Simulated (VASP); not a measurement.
BaTiO3 (Barioperovskite): single point with LDA+U

The system is BaTiO3 (Barioperovskite).

```
Ba Ti O
1.0
     4.05085    0.00000    0.00000
     0.00000    2.88341    2.89180
     0.00000   -2.88341    2.89180
Ba Ti O
1 1 3
Direct
  0.00000 0.00000 0.00000
  0.50000 0.51240 0.51240
  0.00000 0.48740 0.48740
  0.50000 0.50524 0.99184
  0.50000 0.99184 0.50524
```

```yaml
Program: VASP 6.6.1
Task: single point
Functional: LDA
Potentials_or_basis: VASP PAW LDA potentials, release 64 (Ba_sv, Ti_sv, O_h)
Cutoff: 910 eV
k_mesh: 5 × 5 × 5
Occupations: gaussian, width 0.01 eV
Spin: no spin polarisation
Hubbard_terms: Ti d U = 2.0 eV
Dipole_correction: no
Second_run: hard_potentials
Further_INCAR_settings: ALGO = Normal; EDIFF = 1e-06; NBANDS = 28
```

- Pressure: -12.5 GPa
- Largest force: 0.310 eV/Å
- Band gap on the k mesh: 1.99 eV, indirect (least direct gap 2.13 eV)

Forces in eV/Å, atoms in the order of the input:
```
Ba   0.000  0.000  0.159
Ti   0.000  0.000  0.188
O    0.000  0.000  0.248
O    0.000  0.088 -0.297
O    0.000 -0.088 -0.297
```

Stress tensor (GPa, compression positive):
```
-12.48   0.00   0.00
  0.00 -12.29   0.00
  0.00   0.00 -12.87
```

Levels at points of the mesh, in eV from the valence-band top:
| k point | band 16 | band 17 | band 18 | band 19 | band 20 | band 21 | band 22 | band 23 | band 24 | band 25 |
| --- | --- | --- | --- | --- | --- | --- | --- | --- | --- | --- |
| (0.00, 0.00, 0.00) | -0.97 | -0.92 | -0.26 | -0.18 | -0.14 | 1.99 | 2.05 | 2.18 | 3.86 | 3.90 |

Eigenvalues of the final occupation matrices:
| site | spin | trace | eigenvalues |
| --- | --- | --- | --- |
| site 2 d | 1 | 0.82 | 0.12 0.12 0.12 0.23 0.24 |
| site 2 d | 2 | 0.82 | 0.12 0.12 0.12 0.23 0.24 |

Run time: 85 s on 1 thread of Intel(R) Xeon(R) Platinum 8375C CPU @ 2.90GHz (Ice Lake) (shared host), peak memory 0.28 GiB.

Caveat: the cutoff is under 1.25 times the usual one of these potentials, so pressure, stress and relaxed cells hold a basis-set (Pulay) error; spin-orbit coupling is left out, which moves the levels of the heavy elements. A k mesh can miss the band edges.
